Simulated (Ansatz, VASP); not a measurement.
## NiO: VASP beside Ansatz

File INCAR:

```
PREC = Accurate
ENCUT = 520
EDIFF = 1E-6
ISMEAR = 0
SIGMA = 0.1
LREAL = False
LASPH = True
NELM = 150
ALGO = Normal
ISIF = 2
LWAVE = False
LCHARG = True
ISPIN = 2
MAGMOM = 2 0
LORBIT = 11
LMAXMIX = 4
GGA = PS
LELF = True
LVHAR = True
NBANDS = 19
```

File KPOINTS:

```
regular mesh
0
Gamma
  8 8 8
```

The input POSCAR:

```
NiO
1.0
    0.0000000000      2.0388855821      2.0388855821
    2.0388855821      0.0000000000      2.0388855821
    2.0388855821      2.0388855821      0.0000000000
Ni O
1 1
Direct
    0.0000000000      0.0000000000      0.0000000000
    0.5000000000      0.5000000000      0.5000000000
```

Input for Ansatz:

```yaml
crystal:
  lattice:
    - [0.0, 2.0388855821, 2.0388855821]
    - [2.0388855821, 0.0, 2.0388855821]
    - [2.0388855821, 2.0388855821, 0.0]
  atoms:
    - { symbol: Ni, position: [0.0, 0.0, 0.0], spin: 2.0 }
    - { symbol: O, position: [0.5, 0.5, 0.5] }
basis:
  ecutwfc: 420
kpoints:
  mp_grid: { grid: [8, 8, 8] }
hamiltonian:
  xc: pbesol
scf:
  occupations: { method: gaussian, width: 0.1 }
  lower_state_search: "off"
output:
  forces: true
  stress: true
  eigenvalues: true
  populations: true
magnetization:
  spin_polarized: true
```

Alike in both runs: task single point; functional PBEsol; k mesh 8 × 8 × 8; occupations gaussian, width 0.1 eV; collinear spin.

|  | VASP | Ansatz |
| --- | --- | --- |
| version | VASP 6.6.1 | Ansatz 0.2.0 |
| potentials or method | VASP PAW PBE potentials, release 64 (Ni, O), cutoff 520 eV | scalar-relativistic, plane waves, PAW |
| valence electrons in the cell | 16 | 24 |

Ansatz gave:

| Property | Result |
| --- | --- |
| gap on the k mesh at the Fermi level (eV) | none |
| pressure (GPa) | 3.9 |
| net moment per atom (μB) | 0.39 |
| size of the moment on the site where the two differ most (μB) | 0.11 |

Task: What did VASP give for the same quantities?

Result: gap on the k mesh at the Fermi level (eV): none; pressure (GPa): 4.2; net moment per atom (μB): 0.38; size of the moment on the site where the two differ most (μB): 0.10.

VASP's potentials were made for PBE, not for PBEsol. Site moments also hang on the region over which each program counts them. A gap of «none» marks a metal or a gap that the smearing closes. VASP's potentials hold 16 valence electrons a cell and Ansatz's 24, so a difference there can come from the potentials and not from the codes.
